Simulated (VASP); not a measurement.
Input of a VASP 6.6.1 run:

The input INCAR:

```
SYSTEM = CaO
PREC = Accurate
ENCUT = 600
EDIFF = 1E-6
ISMEAR = -1
SIGMA = 0.02
LREAL = .FALSE.
LASPH = .TRUE.
NELM = 100
ALGO = Normal
ISIF = 3
LWAVE = .FALSE.
LCHARG = .FALSE.
GGA = PE
IBRION = 2
NSW = 80
EDIFFG = -0.005
```

The input KPOINTS:

```
regular mesh
0
G
  12 12 4
  0 0 0
```

Contents of POSCAR:

```
CaO
1.0
    3.5932381533      0.0000000000      0.0000000000
   -1.7966190767      3.1118355226      0.0000000000
    0.0000000000      0.0000000000      5.8677579044
Ca O
2 2
Direct
    0.3333333333      0.6666666667      0.0000000000
    0.6666666667      0.3333333333      0.5000000000
    0.3333333333      0.6666666667      0.3750000000
    0.6666666667      0.3333333333      0.8750000000
```

Potentials or basis: VASP PAW PBE potentials, release 64 (Ca_sv, O).

The run is started by

```console
$ cat potpaw_PBE.64/Ca_sv/POTCAR potpaw_PBE.64/O/POTCAR > POTCAR
$ mpirun -np 1 vasp_std > vasp.out
```

Predict the relaxed cell.

a = 4.009 Å, b = 4.009 Å, c = 4.818 Å, α = 90.00°, β = 90.00°, γ = 120.00°.

Predict the band gap on the k mesh.

3.12 eV.

Estimate the relaxed volume.

16.77 Å³/atom.

Predict the space group after relaxing (to 0.1 Å).

P6_3/mmc (No. 194).

Final structure:
```
Ca O
1.0
     4.00930    0.00000    0.00000
    -2.00465    3.47216    0.00000
     0.00000    0.00000    4.81816
Ca O
2 2
Direct
  0.33333 0.66667 0.93750
  0.66667 0.33333 0.43750
  0.33333 0.66667 0.43750
  0.66667 0.33333 0.93750
```

Caveat: the structure was generated, so it needn't be the stable form of CaO; a cell axis changed by over 15 % at a fixed basis, so the end point is rough. A k mesh can miss the band edges.
